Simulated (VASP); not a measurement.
# CaB6 (Pm-3m) in VASP: notebook

The runs below take CaB6 through single point, relaxation of cell and atoms, with PBEsol.

Everything below comes from runs of VASP 6.6.1. Logs are shortened: lines on timing, memory, paths and dates and some standing lists are left out, and cuts for length are marked.

### Step 1. The cell of the first run

Symmetry: Pm-3m, No. 221, cubic system. The conventional cell has a = 4.127 Å, b = 4.127 Å, c = 4.127 Å, α = 90.00°, β = 90.00°, γ = 90.00°. Within 4.2 Å of Ca (site symmetry m-3m) lie 24 B at 3.03 Å and 6 Ca at 4.13 Å. B (site symmetry 4mm) has 5 B at 1.66 to 1.74 Å within 2.2 Å.

### Step 2. Single point, PBEsol

Input file INCAR:

```
PREC = Accurate
ENCUT = 520
EDIFF = 1E-6
ISMEAR = 0
SIGMA = 0.1
LREAL = F
LASPH = T
NELM = 100
ALGO = Normal
ISIF = 2
LWAVE = F
LCHARG = F
GGA = PS
NBANDS = 23
```

Input file KPOINTS:

```
Automatic mesh
0
Gamma
  10 10 10
```

Input file POSCAR:

```
CaB6
1.0
    4.1273389606      0.0000000000      0.0000000000
    0.0000000000      4.1273389606      0.0000000000
    0.0000000000      0.0000000000      4.1273389606
Ca B
1 6
Direct
    0.5000000000      0.5000000000      0.5000000000
    0.0000000000      0.0000000000      0.2983843264
    0.0000000000      0.0000000000      0.7016156736
    0.2983843264      0.0000000000      0.0000000000
    0.7016156736      0.0000000000      0.0000000000
    0.0000000000      0.2983843264      0.0000000000
    0.0000000000      0.7016156736      0.0000000000
```

Potentials or basis: VASP PAW PBE potentials, release 64 (Ca_sv, B).

Started as:

```bash
> cat potpaw_PBE.64/Ca_sv/POTCAR potpaw_PBE.64/B/POTCAR > POTCAR
> mpirun -np 1 vasp_std > vasp.out
```

OUTCAR:

```text
PREC = Accurate
   ENCUT = 520
   EDIFF = 1E-6
   ISMEAR = 0
   LREAL = F
   LASPH = T
   NELM = 100
   ISIF = 2
   GGA = PS

 ion  position               nearest neighbor table
   1  0.500  0.500  0.500-
   2  0.000  0.000  0.298-   3 1.66   4 1.74   5 1.74   6 1.74   7 1.74
   3  0.000  0.000  0.702-   2 1.66   4 1.74   5 1.74   6 1.74   7 1.74
   4  0.298  0.000  0.000-   5 1.66   3 1.74   2 1.74   6 1.74   7 1.74
   5  0.702  0.000  0.000-   4 1.66   3 1.74   2 1.74   6 1.74   7 1.74
   6  0.000  0.298  0.000-   7 1.66   3 1.74   4 1.74   5 1.74   2 1.74
   7  0.000  0.702  0.000-   6 1.66   3 1.74   4 1.74   5 1.74   2 1.74

  LATTYP: Found a simple cubic cell.
 ALAT       =     4.1273389606

  Lattice vectors:

 A1 = (   4.1273389606,   0.0000000000,   0.0000000000)
 A2 = (   0.0000000000,   4.1273389606,   0.0000000000)
 A3 = (   0.0000000000,   0.0000000000,   4.1273389606)

Analysis of symmetry for initial positions (statically):
=====================================================================
 Subroutine PRICEL returns:
 Original cell was already a primitive cell.

 Routine SETGRP: Setting up the symmetry group for a
 simple cubic supercell.

 Subroutine GETGRP returns: Found 48 space group operations
 (whereof 48 operations were pure point group operations)
 out of a pool of 48 trial point group operations.

The static configuration has the point symmetry O_h .

Analysis of symmetry for dynamics (positions and initial velocities):
=====================================================================
 Subroutine PRICEL returns:
 Original cell was already a primitive cell.

 Routine SETGRP: Setting up the symmetry group for a
 simple cubic supercell.

 Subroutine GETGRP returns: Found 48 space group operations
 (whereof 48 operations were pure point group operations)
 out of a pool of 48 trial point group operations.

The dynamic configuration has the point symmetry O_h .

 Subroutine INISYM returns: Found 48 space group operations
 (whereof 48 operations are pure point group operations),
 and found     1 'primitive' translations

----------------------------------------------------------------------------------------

                                     Primitive cell

  volume of cell :      70.3089

  direct lattice vectors                    reciprocal lattice vectors
     4.127338961  0.000000000  0.000000000     0.242286861  0.000000000  0.000000000
     0.000000000  4.127338961  0.000000000     0.000000000  0.242286861  0.000000000
[... 102 lines left out ...]
   ISYM   =      2    0-nonsym 1-usesym 2-fastsym
   POTIM  = 0.5000    time-step for ionic-motion
   TEBEG  =    0.0;   TEEND  =   0.0 temperature during run
   PSTRESS=    0.0 pullay stress
   NELECT =      28.0000    total number of electrons
   NUPDOWN=      -1.0000    fix difference up-down
   EMIN   =  10.00;   EMAX   =-10.00  energy-range for DOS
   EFERMI =   0.00;   METHOD = LEGACY
   ISMEAR =     0;   SIGMA  =   0.10  broadening in eV -4-tet -1-fermi 0-gaus
   EFERMI_NEDOS =   21; number of points for ismear=-14 and -15
   IALGO  =     38    algorithm
   IMIX   =      4    mixing-type and parameters
     AMIX     =   0.40;   BMIX     =  1.00
     AMIX_MAG =   1.60;   BMIX_MAG =  1.00
  volume/ion in A,a.u.               =      10.04        67.78
  Fermi-wavevector in a.u.,A,eV,Ry     =   1.204455  2.276091 19.738144  1.450713
  Thomas-Fermi vector in A             =   2.340180
   LORBIT       =      0    0 simple, 1 ext, 2 COOP (PROOUT), +10 PAW based schemes
   GGA     = PS    functional components
   LHFCALC =     F    Hartree Fock is set to
   AEXX    =    0.0000 exact exchange contribution
   IVDW    =     0    specifies the selected vdW correction
   LEPSILON=     F    determine dielectric tensor
   LRPA    =     F    only Hartree local field effects (RPA)
 non-spin polarized calculation
 Gauss-broadening in eV      SIGMA  =   0.10
  energy-cutoff  :      520.00
  volume of cell :       70.31
 maximum number of plane-waves:      1924
 NGX is ok and might be reduce to    32
   NGX = 15   NGY = 15   NGZ = 15

 number of electron      28.0000005 magnetization

 Free energy of the ion-electron system (eV)
  ---------------------------------------------------
  ext. energy  EPLUGINS =         0.00000000
  ---------------------------------------------------
  free energy    TOTEN  =       -47.10647433 eV

  energy without entropy =      -47.10551355  energy(sigma->0) =      -47.10599394

 E-fermi :   4.6761     XC(G=0): -10.7609

 val. band max:        4.6550003036   @ k =   0.4000   0.0000   0.0000
 cond. band min:       4.6972464338   @ k =   0.4000   0.0000   0.0000
 fundamental gap:      0.0422461302
 Fermi energy:         4.6761282159

 k-point     1 :       0.0000    0.0000    0.0000
  band No.  band energies     occupation
      1     -36.1965      2.00000
      2     -17.2665      2.00000
      3     -17.2665      2.00000
      4     -17.2665      2.00000
      5      -9.8505      2.00000
      6      -2.3000      2.00000
[... 613 lines left out ...]
     22      10.5162      0.00000
     23      10.9605      0.00000

 [... further k-points ...]

------------------------ aborting loop because EDIFF is reached ----------------------------------------

  FORCE on cell =-STRESS in cart. coord.  units (eV):
  Direction    XX          YY          ZZ          XY          YZ          ZX
  --------------------------------------------------------------------------------------
  -------------------------------------------------------------------------------------
  Total        0.1329310      0.1329310      0.1329310     -0.0000000      0.0000000     -0.0000000
  in kB        3.0291904      3.0291904      3.0291904     -0.0000000      0.0000000     -0.0000000
  external PRESSURE =       3.0291904 kB  Pullay stress =       0.0000000 kB

 VOLUME and BASIS-vectors are now :
 -----------------------------------------------------------------------------
  energy-cutoff  :      520.00
  volume of cell :       70.31
      direct lattice vectors                 reciprocal lattice vectors
     4.127338961  0.000000000  0.000000000     0.242286861  0.000000000  0.000000000
     0.000000000  4.127338961  0.000000000     0.000000000  0.242286861  0.000000000
     0.000000000  0.000000000  4.127338961     0.000000000  0.000000000  0.242286861

 POSITION                                       TOTAL-FORCE (eV/Angst)
 -----------------------------------------------------------------------------------
      2.06367      2.06367      2.06367        -0.000000      0.000000     -0.000000
      0.00000      0.00000      1.23153        -0.000000     -0.000000      0.031321
      0.00000      0.00000      2.89581        -0.000000     -0.000000     -0.031321
      1.23153      0.00000      0.00000         0.031321      0.000000     -0.000000
      2.89581      0.00000      0.00000        -0.031321     -0.000000     -0.000000
      0.00000      1.23153      0.00000        -0.000000      0.031321     -0.000000
      0.00000      2.89581      0.00000        -0.000000     -0.031321     -0.000000
 -----------------------------------------------------------------------------------
    total drift:                                0.000000      0.000000     -0.000000

  FREE ENERGIE OF THE ION-ELECTRON SYSTEM (eV)
  ---------------------------------------------------
  free  energy   TOTEN  =       -47.1064743310 eV

  energy  without entropy=      -47.1055135507  energy(sigma->0) =      -47.10599394
```

stdout:

```text
POSCAR found type information on POSCAR CaB
 POSCAR found :  2 types and       7 ions
 scaLAPACK will be used
 -----------------------------------------------------------------------------
|                                                                             |
|                                                                             |
|     You enforced a specific xc type in the INCAR file but a different       |
|     I HOPE YOU KNOW WHAT YOU ARE DOING!                                     |
|                                                                             |
 -----------------------------------------------------------------------------

 LDA part: xc-table for (Slater+PW92), standard interpolation
 POSCAR, INCAR and KPOINTS ok, starting setup
 FFT: planning ... GRIDC
 FFT: planning ... GRID_SOFT
 FFT: planning ... GRID
 WAVECAR not read
 entering main loop
```

Wall time 31 s (1 thread of Intel Xeon 6975P-C (Granite Rapids), shared host); peak memory 0.21 GiB.

What came out:

```
Free energy            : -47.1065 eV
Pressure               : 0.3 GPa
Largest force          : 0.031 eV/Å
Band gap on the k mesh : 0.04 eV
```

Forces in eV/Å, atoms in the order of the input:
```
Ca   0.000  0.000  0.000
B    0.000  0.000  0.031
B    0.000  0.000 -0.031
B    0.031  0.000  0.000
B   -0.031  0.000  0.000
B    0.000  0.031  0.000
B    0.000 -0.031  0.000
```

Caveat: the PAW data sets were made with another functional, which shifts forces and pressure a little. A k mesh can miss the band edges.

### Step 3. Relaxation of cell and atoms, PBEsol

This run uses another cell than the first one, of 10.17 Å³/atom.

Input file INCAR:

```
PREC = Accurate ; ENCUT = 600
EDIFF = 1E-6 ; ISMEAR = 0
SIGMA = 0.1 ; LREAL = F
LASPH = T ; NELM = 100
ALGO = Normal ; ISIF = 3
LWAVE = F ; LCHARG = F
GGA = PS ; IBRION = 2
NSW = 100 ; EDIFFG = -0.05
```

Input file KPOINTS:

```
regular mesh
0
Gamma
  6 6 6
```

Input file POSCAR:

```
CaB6
1.0
    4.1450000000      0.0000000000      0.0000000000
    0.0000000000      4.1450000000      0.0000000000
    0.0000000000      0.0000000000      4.1450000000
Ca B
1 6
Direct
    0.5000000000      0.5000000000      0.5000000000
    0.0000000000      0.0000000000      0.2930000000
    0.0000000000      0.0000000000      0.7070000000
    0.2930000000      0.0000000000      0.0000000000
    0.7070000000      0.0000000000      0.0000000000
    0.0000000000      0.2930000000      0.0000000000
    0.0000000000      0.7070000000      0.0000000000
```

Potentials or basis: VASP PAW PBE potentials, release 64 (Ca_sv, B).

Started as:

```bash
> cat potpaw_PBE.64/Ca_sv/POTCAR potpaw_PBE.64/B/POTCAR > POTCAR
> mpirun -np 1 vasp_std > vasp.out
```

OUTCAR:

```text
PREC = Accurate
   ENCUT = 600
   EDIFF = 1E-6
   ISMEAR = 0
   LREAL = F
   LASPH = T
   NELM = 100
   ISIF = 3
   GGA = PS
   IBRION = 2
   NSW = 100
   EDIFFG = -0.05

 ion  position               nearest neighbor table
   1  0.500  0.500  0.500-
   2  0.000  0.000  0.293-   3 1.72   4 1.72   5 1.72   6 1.72   7 1.72
   3  0.000  0.000  0.707-   2 1.72   4 1.72   5 1.72   6 1.72   7 1.72
   4  0.293  0.000  0.000-   5 1.72   3 1.72   2 1.72   6 1.72   7 1.72
   5  0.707  0.000  0.000-   4 1.72   3 1.72   2 1.72   6 1.72   7 1.72
   6  0.000  0.293  0.000-   7 1.72   3 1.72   4 1.72   5 1.72   2 1.72
   7  0.000  0.707  0.000-   6 1.72   3 1.72   4 1.72   5 1.72   2 1.72

  LATTYP: Found a simple cubic cell.
[... 195 lines left out ...]
  --------------------------------------------------------------------------------------
  -------------------------------------------------------------------------------------
  Total        0.1205316      0.1205316      0.1205316      0.0000000     -0.0000000      0.0000000
  in kB        2.7116758      2.7116758      2.7116758      0.0000000     -0.0000000      0.0000000
  external PRESSURE =       2.7116758 kB  Pullay stress =       0.0000000 kB
[... 151 lines left out ...]
--------------------------------------- Ionic step        5  -------------------------------------------

 number of electron      28.0000001 magnetization

 Free energy of the ion-electron system (eV)
  ---------------------------------------------------
  ext. energy  EPLUGINS =         0.00000000
  ---------------------------------------------------
  free energy    TOTEN  =       -47.11295845 eV

  energy without entropy =      -47.11138470  energy(sigma->0) =      -47.11217158

 E-fermi :   4.7174     XC(G=0): -10.7672

 val. band max:        4.6421734171   @ k =   0.3333   0.0000   0.0000
 cond. band min:       4.7571764549   @ k =   0.5000   0.0000   0.0000
 fundamental gap:      0.1150030378
 Fermi energy:         4.7173614408

 k-point     1 :       0.0000    0.0000    0.0000
  band No.  band energies     occupation
      1     -36.1716      2.00000
      2     -17.2427      2.00000
      3     -17.2427      2.00000
      4     -17.2427      2.00000
      5      -9.8411      2.00000
      6      -2.2967      2.00000
[... 443 lines left out ...]
  FREE ENERGIE OF THE ION-ELECTRON SYSTEM (eV)
  ---------------------------------------------------
  free  energy   TOTEN  =       -47.1129584538 eV

  energy  without entropy=      -47.1113847014  energy(sigma->0) =      -47.11217158

 reached required accuracy - stopping structural energy minimisation
```

OSZICAR:

```text
N       E                     dE             d eps       ncg     rms          rms(c)
DAV:   1     0.171318350609E+03    0.17132E+03   -0.14861E+04   720   0.163E+03
DAV:   2    -0.437243525926E+02   -0.21504E+03   -0.20906E+03   962   0.354E+02
DAV:   3    -0.523599683797E+02   -0.86356E+01   -0.86199E+01  1304   0.674E+01
[... 42 lines left out ...]
DAV:   4    -0.471128156844E+02   -0.26538E-04   -0.11467E-03   922   0.295E-01    0.434E-02
DAV:   5    -0.471129555290E+02   -0.13984E-03   -0.24714E-04  1216   0.982E-02    0.752E-03
DAV:   6    -0.471129525330E+02    0.29959E-05   -0.94136E-06   940   0.229E-02    0.830E-03
DAV:   7    -0.471129580142E+02   -0.54812E-05   -0.17723E-06   806   0.811E-03    0.142E-03
DAV:   8    -0.471129584538E+02   -0.43958E-06   -0.33220E-07   510   0.417E-03
   5 F= -.47112958E+02 E0= -.47112172E+02  d E =-.495081E-02
```

It took 49 s on 1 thread of Intel Xeon 6975P-C (Granite Rapids), shared host; peak memory 0.22 GiB.

What came out:

```
Free energy                           : -47.1130 eV
Relaxed volume                        : 10.03 Å³/atom
Relaxed cell                          : a = 4.126 Å, b = 4.126 Å, c = 4.126 Å, α = 90.00°, β = 90.00°, γ = 90.00°
Space group after relaxing (to 0.1 Å) : Pm-3m (No. 221)
Energy gained by relaxing             : 14.1 meV/atom
Ionic steps                           : 5
Pressure after relaxing               : 0.3 GPa
Largest force after relaxing          : 0.021 eV/Å
Band gap on the k mesh                : 0.12 eV (least direct gap 0.27 eV)
```

Forces on the atoms (eV/Å):
```
Ca   0.000  0.000  0.000
B    0.000  0.000 -0.021
B    0.000  0.000  0.021
B   -0.021  0.000  0.000
B    0.021  0.000  0.000
B    0.000 -0.021  0.000
B    0.000  0.021  0.000
```

The path:
```csv
step,energy change (eV),largest force (eV/Å),pressure (GPa),volume (Å³)
1,0.0000,1.3971,0.27,71.22
2,0.2999,2.9377,-3.40,71.39
3,-0.0936,0.0128,-1.87,71.27
4,-0.0936,0.0162,-1.84,71.27
5,-0.0986,0.0211,0.33,70.24
```

Final structure:
```
CELL_PARAMETERS angstrom
4.12594 0.00000 0.00000
0.00000 4.12594 0.00000
0.00000 0.00000 4.12594
ATOMIC_POSITIONS crystal
Ca 0.50000 0.50000 0.50000
B 0.00000 0.00000 0.29869
B 0.00000 0.00000 0.70131
B 0.29869 0.00000 0.00000
B 0.70131 0.00000 0.00000
B 0.00000 0.29869 0.00000
B 0.00000 0.70131 0.00000
```

Caveat: the PAW data sets were made with another functional, which shifts forces and pressure a little; the relaxation stopped at a loose force limit of 0.05 eV/Å, so its end isn't a converged minimum. A k mesh can miss the band edges.

(Part 1 of 2 ends here.)
